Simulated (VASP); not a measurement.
Crystal: Al.

```
CELL_PARAMETERS angstrom
-1.50306 1.44140 1.59094
1.77895 -1.39247 1.81790
1.56002 1.44944 -1.54201
ATOMIC_POSITIONS crystal
Al 0.00000 0.00000 0.00000
```

This cell differs from its parent crystal: cell sheared at random, sigma 0.1, atoms nudged by 0.01 Å.

```yaml
Program: VASP 6.6.1
Task: relaxation of cell and atoms
Functional: PBEsol
Potentials_or_basis: VASP PAW PBE potentials, release 64 (Al)
Cutoff: 600 eV
k_mesh: 14 × 14 × 14
Occupations: gaussian, width 0.15 eV
Spin: no spin polarisation
```

At the start: pressure 3.9 GPa; volume 16.33 Å³/atom.

Task: How do energy, volume and symmetry change on relaxing?

Result: Over 23 steps the energy falls by 148.8 meV/atom and the volume is 16.16 Å³/atom (-1.1 %); space group R-3m (No. 166, to 0.05 Å).

The path:
```tsv
step	energy change (eV)	largest force (eV/Å)	pressure (GPa)	volume (Å³)
1	0.0000	0.0000	3.94	16.33
2	-0.0569	0.0000	-2.14	17.27
3	-0.0595	0.0000	-3.40	17.55
4	-0.0806	0.0000	-0.94	16.84
5	-0.0829	0.0000	0.32	16.56
6	-0.0926	0.0000	0.81	16.44
7	-0.1068	0.0000	2.77	16.01
8	-0.1125	0.0000	2.24	16.08
9	-0.1248	0.0000	0.88	16.27
10	-0.1335	0.0000	-1.03	16.58
11	-0.1342	0.0000	-0.67	16.50
12	-0.1389	0.0000	-0.62	16.44
13	-0.1462	0.0000	-0.21	16.26
14	-0.1463	0.0000	-0.14	16.24
15	-0.1463	0.0000	-0.10	16.23
16	-0.1467	0.0000	-0.03	16.21
17	-0.1476	0.0000	0.18	16.16
18	-0.1482	0.0000	0.69	16.04
19	-0.1484	0.0000	0.50	16.08
20	-0.1487	0.0000	0.06	16.16
21	-0.1487	0.0000	-0.04	16.18
22	-0.1487	0.0000	-0.03	16.17
23	-0.1488	0.0000	0.00	16.16
```

Final structure:
```
CELL_PARAMETERS angstrom
-1.42886 1.40328 2.00725
1.42180 -1.42929 2.01043
1.43530 1.41263 -2.02625
ATOMIC_POSITIONS crystal
Al 0.00000 0.00000 0.00000
```

Caveat: the cell differs from its parent crystal (cell sheared at random, sigma 0.1, atoms nudged by 0.01 Å); the PAW data sets were made with another functional, which shifts forces and pressure a little.
